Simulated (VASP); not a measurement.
# SiC3 (P4/mmm) in VASP: a series of runs

Runs on SiC3. Level: PBE. Tasks: single point.

All numbers are computed with VASP 6.6.1; they aren't measurements. Logs are shortened: lines on timing, memory, paths and dates and some standing lists are left out, and cuts for length are marked.

**1. The cell of the first run**

Symmetry: P4/mmm, No. 123, tetragonal system. Conventional cell: a = 3.423 Å, b = 3.423 Å, c = 3.389 Å, α = 90.00°, β = 90.00°, γ = 90.00°. Within 2.3 Å of Si (site symmetry 4/mmm) lie 2 C at 1.69 Å. Within 2.0 Å of C (site symmetry 4mm) lie 2 C at 1.44 to 1.95 Å. C (site symmetry 4/mmm) has 2 Si at 1.69 Å within 2.3 Å.

**2. Single point, PBE**

The input, INCAR:

```
SYSTEM = SiC3
PREC = Accurate
ENCUT = 520
EDIFF = 1E-6
ISMEAR = 0
SIGMA = 0.1
LREAL = .False.
LASPH = .True.
NELM = 100
ALGO = Normal
ISIF = 2
LWAVE = .False.
LCHARG = .True.
GGA = PE
LELF = .True.
LVHAR = .True.
NBANDS = 16
```

The input, KPOINTS:

```
Automatic mesh
0
Gamma
  6 6 2
  0 0 0
```

The input, POSCAR:

```
SiC3
1.0
    3.4229902508      0.0000000000      0.0000000000
    0.0000000000      3.4229902508      0.0000000000
    0.0000000000      0.0000000000      3.3892708495
Si C
1 3
Direct
    0.0000000000      0.0000000000      0.0000000000
    0.5000000000      0.5000000000      0.2128154857
    0.0000000000      0.0000000000      0.5000000000
    0.5000000000      0.5000000000      0.7871845143
```

Potentials or basis: VASP PAW PBE potentials, release 64 (Si, C).

On the command line:

```sh
$ cat potpaw_PBE.64/Si/POTCAR potpaw_PBE.64/C/POTCAR > POTCAR
$ mpirun -np 1 vasp_std > vasp.out
```

OUTCAR:

```text
SYSTEM = SiC3
   PREC = Accurate
   ENCUT = 520
   EDIFF = 1E-6
   ISMEAR = 0
   LREAL = .False.
   LASPH = .True.
   NELM = 100
   ISIF = 2
   GGA = PE

 ion  position               nearest neighbor table
   1  0.000  0.000  0.000-   3 1.69   3 1.69   4 2.53   2 2.53   2 2.53   4 2.53   2 2.53   4 2.53
                             2 2.53   4 2.53
   2  0.500  0.500  0.213-   4 1.44   4 1.95   1 2.53   1 2.53   1 2.53   1 2.53
   3  0.000  0.000  0.500-   1 1.69   1 1.69
   4  0.500  0.500  0.787-   2 1.44   2 1.95   1 2.53   1 2.53   1 2.53   1 2.53

  LATTYP: Found a simple tetragonal cell.
 ALAT       =     3.4229902508
 C/A-ratio  =     0.9901491390

  Lattice vectors:

 A1 = (   3.4229902508,   0.0000000000,   0.0000000000)
 A2 = (   0.0000000000,   3.4229902508,   0.0000000000)
 A3 = (   0.0000000000,   0.0000000000,   3.3892708495)

Analysis of symmetry for initial positions (statically):
=====================================================================
 Subroutine PRICEL returns:
 Original cell was already a primitive cell.

 Routine SETGRP: Setting up the symmetry group for a
 simple tetragonal supercell.

 Subroutine GETGRP returns: Found 16 space group operations
 (whereof 16 operations were pure point group operations)
 out of a pool of 16 trial point group operations.

The static configuration has the point symmetry D_4h.

Analysis of symmetry for dynamics (positions and initial velocities):
=====================================================================
 Subroutine PRICEL returns:
 Original cell was already a primitive cell.

 Routine SETGRP: Setting up the symmetry group for a
 simple tetragonal supercell.

 Subroutine GETGRP returns: Found 16 space group operations
 (whereof 16 operations were pure point group operations)
 out of a pool of 16 trial point group operations.

The dynamic configuration has the point symmetry D_4h.

 Subroutine INISYM returns: Found 16 space group operations
 (whereof 16 operations are pure point group operations),
 and found     1 'primitive' translations

----------------------------------------------------------------------------------------

                                     Primitive cell

  volume of cell :      39.7116

  direct lattice vectors                    reciprocal lattice vectors
     3.422990251  0.000000000  0.000000000     0.292142228  0.000000000  0.000000000
     0.000000000  3.422990251  0.000000000     0.000000000  0.292142228  0.000000000
[... 86 lines left out ...]
   EDIFFG = 0.1E-04   stopping-criterion for IOM
   NSW    =      0    number of steps for IOM
   IBRION =     -1    ionic relax: 0-MD 1-quasi-New 2-CG
   NFREE  =      0    steps in history (QN), initial steepest desc. (CG)
   ISIF   =      2    stress and relaxation
   ISYM   =      2    0-nonsym 1-usesym 2-fastsym
   POTIM  = 0.5000    time-step for ionic-motion
   TEBEG  =    0.0;   TEEND  =   0.0 temperature during run
   PSTRESS=    0.0 pullay stress
   NELECT =      16.0000    total number of electrons
   NUPDOWN=      -1.0000    fix difference up-down
   EMIN   =  10.00;   EMAX   =-10.00  energy-range for DOS
   EFERMI =   0.00;   METHOD = LEGACY
   ISMEAR =     0;   SIGMA  =   0.10  broadening in eV -4-tet -1-fermi 0-gaus
   EFERMI_NEDOS =   21; number of points for ismear=-14 and -15
   IALGO  =     38    algorithm
   IMIX   =      4    mixing-type and parameters
     AMIX     =   0.40;   BMIX     =  1.00
     AMIX_MAG =   1.60;   BMIX_MAG =  1.00
  volume/ion in A,a.u.               =       9.93        67.00
  Fermi-wavevector in a.u.,A,eV,Ry     =   1.209137  2.284938 19.891895  1.462013
  Thomas-Fermi vector in A             =   2.344724
   LORBIT       =      0    0 simple, 1 ext, 2 COOP (PROOUT), +10 PAW based schemes
   GGA     = PE    functional components
   LHFCALC =     F    Hartree Fock is set to
   AEXX    =    0.0000 exact exchange contribution
   IVDW    =     0    specifies the selected vdW correction
   LEPSILON=     F    determine dielectric tensor
   LRPA    =     F    only Hartree local field effects (RPA)
 non-spin polarized calculation
 Gauss-broadening in eV      SIGMA  =   0.10
  energy-cutoff  :      520.00
  volume of cell :       39.71
 maximum number of plane-waves:      1090
 NGX is ok and might be reduce to    28
   NGX = 13   NGY = 13   NGZ = 13

 number of electron      16.0000000 magnetization

 Free energy of the ion-electron system (eV)
  ---------------------------------------------------
  ext. energy  EPLUGINS =         0.00000000
  ---------------------------------------------------
  free energy    TOTEN  =       -24.06857850 eV

  energy without entropy =      -24.06227624  energy(sigma->0) =      -24.06542737

 E-fermi :   6.6379     XC(G=0): -11.2719

 val. band max:        6.5261155059   @ k =   0.1667   0.0000   0.0000
 cond. band min:       6.6478442398   @ k =   0.5000   0.1667   0.0000
 fundamental gap:      0.1217287339
 Fermi energy:         6.6378501016

 k-point     1 :       0.0000    0.0000    0.0000
  band No.  band energies     occupation
      1     -10.1441      2.00000
      2      -4.4276      2.00000
      3       0.3357      2.00000
      4       1.0336      2.00000
      5       1.2945      2.00000
      6       1.2945      2.00000
[... 357 lines left out ...]
      3      -2.2470      2.00000
      4      -2.0699      2.00000
      5       0.7364      2.00000
      6       0.7364      2.00000
[... 8 lines left out ...]
     15      18.2796      0.00000
     16      21.6862      0.00000

------------------------ aborting loop because EDIFF is reached ----------------------------------------

  FORCE on cell =-STRESS in cart. coord.  units (eV):
  Direction    XX          YY          ZZ          XY          YZ          ZX
  --------------------------------------------------------------------------------------
  -------------------------------------------------------------------------------------
  Total        0.0227792      0.0227792      0.0769895      0.0000000      0.0000000      0.0000000
  in kB        0.9190349      0.9190349      3.1061632      0.0000000      0.0000000      0.0000000
  external PRESSURE =       1.6480776 kB  Pullay stress =       0.0000000 kB

 VOLUME and BASIS-vectors are now :
 -----------------------------------------------------------------------------
  energy-cutoff  :      520.00
  volume of cell :       39.71
      direct lattice vectors                 reciprocal lattice vectors
     3.422990251  0.000000000  0.000000000     0.292142228  0.000000000  0.000000000
     0.000000000  3.422990251  0.000000000     0.000000000  0.292142228  0.000000000
     0.000000000  0.000000000  3.389270849     0.000000000  0.000000000  0.295048712

 POSITION                                       TOTAL-FORCE (eV/Angst)
 -----------------------------------------------------------------------------------
      0.00000      0.00000      0.00000         0.000000     -0.000000      0.000000
      1.71150      1.71150      0.72129         0.000000      0.000000      0.064325
      0.00000      0.00000      1.69464         0.000000     -0.000000      0.000000
      1.71150      1.71150      2.66798         0.000000      0.000000     -0.064325
 -----------------------------------------------------------------------------------
    total drift:                                0.000000      0.000000     -0.000000

  FREE ENERGIE OF THE ION-ELECTRON SYSTEM (eV)
  ---------------------------------------------------
  free  energy   TOTEN  =       -24.0685785046 eV

  energy  without entropy=      -24.0622762386  energy(sigma->0) =      -24.06542737
```

OSZICAR:

```text
N       E                     dE             d eps       ncg     rms          rms(c)
DAV:   1     0.281618341052E+02    0.28162E+02   -0.74348E+03   640   0.882E+02
DAV:   2    -0.240583406755E+02   -0.52220E+02   -0.46087E+02   880   0.156E+02
DAV:   3    -0.261691109348E+02   -0.21108E+01   -0.20932E+01   824   0.293E+01
DAV:   4    -0.261839411938E+02   -0.14830E-01   -0.14828E-01   856   0.294E+00
DAV:   5    -0.261841009008E+02   -0.15971E-03   -0.15971E-03   760   0.289E-01    0.960E+00
DAV:   6    -0.242639768560E+02    0.19201E+01   -0.37243E+00   680   0.122E+01    0.423E+00
DAV:   7    -0.241104949509E+02    0.15348E+00   -0.49904E-01   792   0.492E+00    0.240E+00
DAV:   8    -0.240724906811E+02    0.38004E-01   -0.90399E-02   736   0.197E+00    0.854E-01
DAV:   9    -0.240685307545E+02    0.39599E-02   -0.10074E-02   808   0.669E-01    0.187E-01
DAV:  10    -0.240685456637E+02   -0.14909E-04   -0.83265E-04   848   0.201E-01    0.959E-02
DAV:  11    -0.240685755838E+02   -0.29920E-04   -0.11719E-04   776   0.716E-02    0.274E-02
DAV:  12    -0.240685781051E+02   -0.25213E-05   -0.56506E-06   872   0.168E-02    0.117E-02
DAV:  13    -0.240685785046E+02   -0.39949E-06   -0.12015E-06   576   0.784E-03
   1 F= -.24068579E+02 E0= -.24065427E+02  d E =-.630227E-02
```

It took 17 s on 1 thread of Intel Xeon 8259CL, shared host; peak memory 0.15 GiB.

What came out:

```yaml
Free_energy: -24.0686 eV
Pressure: 0.2 GPa
Largest_force: 0.064 eV/Å
Band_gap_on_the_k_mesh: zero (bands 8 and 9 overlap by 3.33 eV)
```

Forces on the atoms (eV/Å):
```
Si   0.000  0.000  0.000
C    0.000  0.000  0.064
C    0.000  0.000  0.000
C    0.000  0.000 -0.064
```

Stress tensor (GPa, compression positive):
```
0.09 0.00 0.00
0.00 0.09 0.00
0.00 0.00 0.31
```

Levels at points of the mesh, in eV from the Fermi level:
```tsv
k point	band 6	band 7	band 8	band 9	band 10	band 11
(0.00, 0.00, 0.00)	-5.34	-0.90	1.10	1.34	1.34	3.86
(0.50, 0.00, 0.00)	-3.70	-2.49	-1.83	-1.54	2.88	4.36
(0.50, 0.50, 0.00)	-5.00	-1.81	1.79	1.79	1.87	2.56
(0.00, 0.00, 0.50)	-3.41	-1.80	-1.80	3.24	4.18	4.18
(0.50, 0.00, 0.50)	-1.82	-0.28	0.03	0.34	1.39	1.50
(0.50, 0.50, 0.50)	-5.90	-4.06	-4.06	3.41	4.98	4.98
```

Caveat: the k points lie up to 0.93 Å⁻¹ apart, too coarse for converged energies and pressures of a metal.

**3. Single point, PBE**

This run uses another cell than the first one, of 13.41 Å³/atom.

The input, INCAR:

```
PREC = Accurate ; ENCUT = 520
EDIFF = 1E-6 ; ISMEAR = 0
SIGMA = 0.1 ; LREAL = False
LASPH = True ; NELM = 80
ALGO = Normal ; ISIF = 2
LWAVE = False ; LCHARG = False
GGA = PE ; NBANDS = 16
```

The input, KPOINTS:

```
regular mesh
0
Gamma
  6 6 2
```

The input, POSCAR:

```
SiC3
1.0
    2.6667169800      0.0000000000      0.0000000000
    0.0000000000      2.6667169800      0.0000000000
    0.0000000000      0.0000000000      7.5426146400
Si C
1 3
Direct
    0.0000000000      0.0000000000      0.0000000000
    0.5000000000      0.5000000000      0.2500000000
    0.0000000000      0.0000000000      0.5000000000
    0.5000000000      0.5000000000      0.7500000000
```

Potentials or basis: VASP PAW PBE potentials, release 64 (Si, C).

On the command line:

```sh
$ cat potpaw_PBE.64/Si/POTCAR potpaw_PBE.64/C/POTCAR > POTCAR
$ mpirun -np 1 vasp_std > vasp.out
```

It took 17 s on 1 thread of Intel Xeon 8259CL, shared host; peak memory 0.15 GiB.

It converged, with:

| Property | Result |
| --- | --- |
| Free energy | -17.1360 eV |
| Pressure | -24.2 GPa |
| Largest force | 0.038 eV/Å |
| Band gap on the k mesh | zero (bands 8 and 9 overlap by 3.54 eV) |

Forces on the atoms (eV/Å):
```
Si   0.000  0.000  0.000
C    0.000  0.000 -0.038
C    0.000  0.000  0.000
C    0.000  0.000  0.038
```

Stress tensor (GPa, compression positive):
```
-23.23   0.00   0.00
  0.00 -23.23   0.00
  0.00   0.00 -26.02
```

Levels at points of the mesh, in eV from the Fermi level:
| k point | band 4 | band 5 | band 6 | band 7 | band 8 | band 9 | band 10 | band 11 | band 12 | band 13 |
| --- | --- | --- | --- | --- | --- | --- | --- | --- | --- | --- |
| (0.00, 0.00, 0.00) | -6.02 | -3.65 | 1.59 | 1.59 | 2.11 | 2.15 | 2.49 | 2.49 | 3.32 | 3.32 |
| (0.50, 0.00, 0.00) | -7.16 | -5.01 | -4.72 | -1.13 | -0.36 | -0.33 | 0.71 | 3.16 | 3.23 | 3.29 |
| (0.50, 0.50, 0.00) | -3.81 | -3.81 | -1.92 | -1.92 | -1.83 | -1.43 | -1.43 | -0.56 | 0.65 | 1.16 |
| (0.00, 0.00, 0.50) | -7.87 | -1.24 | -0.70 | 1.71 | 1.71 | 2.20 | 2.20 | 3.51 | 3.51 | 3.75 |
| (0.50, 0.00, 0.50) | -7.53 | -3.87 | -3.63 | -3.39 | -2.34 | 1.82 | 2.46 | 2.95 | 3.19 | 3.23 |
| (0.50, 0.50, 0.50) | -3.53 | -3.53 | -2.94 | -2.94 | -1.92 | -0.16 | 0.00 | 0.00 | 0.62 | 0.99 |

Caveat: the k points lie up to 0.42 Å⁻¹ apart, too coarse for converged energies and pressures of a metal.
